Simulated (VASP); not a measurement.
InP: single point with r2SCAN

Crystal: InP.

```
CELL_PARAMETERS angstrom
0.00000 2.95357 2.77635
2.95357 0.00000 2.77635
2.95357 2.95357 0.00000
ATOMIC_POSITIONS crystal
In 0.00000 0.00000 0.00000
P 0.75000 0.75000 0.75000
```

This cell differs from its parent crystal: strain -0.0600 x Voigt [0, 0, 1, 0, 0, 0].

| Item | Value |
| --- | --- |
| Program | VASP 6.6.1 |
| Task | single point |
| Functional | r2SCAN |
| Potentials or basis | VASP PAW PBE potentials, release 64 (In_d, P) |
| Cutoff | 520 eV |
| k mesh | 8 × 8 × 8 |
| Occupations | gaussian, width 0.05 eV |
| Spin | no spin polarisation |

The pressure is 4.6 GPa and the band gap on the k mesh is 1.19 eV, direct.

Stress tensor (GPa, compression positive):
```
3.85 0.00 0.00
0.00 3.85 0.00
0.00 0.00 6.11
```

Levels at points of the mesh, in eV from the valence-band top:
```
           k point  band 7  band 8  band 9  band 10  band 11  band 12
(0.00, 0.00, 0.00)   -0.28   -0.28    0.00     1.19     4.21     4.31
(0.50, 0.00, 0.00)   -6.28   -1.46   -1.04     1.72     4.75     5.29
(0.50, 0.50, 0.00)   -5.96   -2.97   -2.97     1.53     1.96    10.34
(0.50, 0.00, 0.50)   -6.37   -2.62   -2.57     1.89     2.57     9.71
```

It took 120 s on 1 thread of Intel(R) Xeon(R) Platinum 8488C (Sapphire Rapids) (shared host), peak memory 0.2 GiB.

Caveat: the cell differs from its parent crystal (strain -0.0600 x Voigt [0, 0, 1, 0, 0, 0]); the PAW data sets were made with another functional, which shifts forces and pressure a little; spin-orbit coupling is left out, which moves the levels of the heavy elements. A k mesh can miss the band edges.
